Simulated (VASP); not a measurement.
A run of VASP 6.6.1:

POSCAR

```
Os
1.0
    2.7046312281      0.0000000000      0.0000000000
   -1.3523156141      2.3422793514      0.0000000000
    0.0000000000      0.0000000000      4.2811990517
Os
2
Direct
    0.3333333333      0.6666666667      0.7500000000
    0.6666666667      0.3333333333      0.2500000000
```

File INCAR.step1:

```
SYSTEM = Os
ALGO     = Normal         ! electronic algorithm
EDIFF    = 1E-4           ! SCF threshold, eV
ENCUT    = 520            ! plane-wave cutoff, eV
GGA      = PE             ! functional
ISMEAR   = 0              ! smearing method
LASPH    = .True.         ! aspherical terms in the spheres
LCHARG   = .False.        ! write CHGCAR
LREAL    = .False.        ! projectors in reciprocal space
LWAVE    = .True.         ! write WAVECAR
NBANDS   = 15             ! bands
NELM     = 100            ! most SCF steps
PREC     = Accurate       ! precision mode
SIGMA    = 0.05           ! smearing width, eV
```

INCAR.step2

```
SYSTEM = Os
ALGO     = Normal         ! electronic algorithm
EDIFF    = 1E-6           ! SCF threshold, eV
ENCUT    = 520            ! plane-wave cutoff, eV
ISIF     = 2              ! what is computed and relaxed
ISMEAR   = 0              ! smearing method
ISTART   = 1            
LASPH    = .True.         ! aspherical terms in the spheres
LCHARG   = .False.        ! write CHGCAR
LMIXTAU  = .True.       
LREAL    = .False.        ! projectors in reciprocal space
LWAVE    = .False.        ! write WAVECAR
METAGGA  = R2SCAN         ! meta-GGA
NBANDS   = 15             ! bands
NELM     = 100            ! most SCF steps
PREC     = Accurate       ! precision mode
SIGMA    = 0.05           ! smearing width, eV
```

File KPOINTS:

```
k-points
0
Gamma
  18 18 10
  0 0 0
```

Potentials or basis: VASP PAW PBE potentials, release 64 (Os).

The run is started by

```bash
$ cat potpaw_PBE.64/Os/POTCAR > POTCAR
$ cp INCAR.step1 INCAR
$ mpirun -np 1 vasp_std > vasp.out
$ cp INCAR.step2 INCAR
$ mpirun -np 1 vasp_std > vasp.out
```

Hardware: 1 thread of AMD EPYC 9R45 96-Core Processor (Zen 5), on a shared host.

Estimate the wall time of this run.

Wall time 2.3 min on 1 thread of AMD EPYC 9R45 96-Core Processor (Zen 5), with other jobs on the host, peak memory 0.17 GiB. Counts: k points 222.
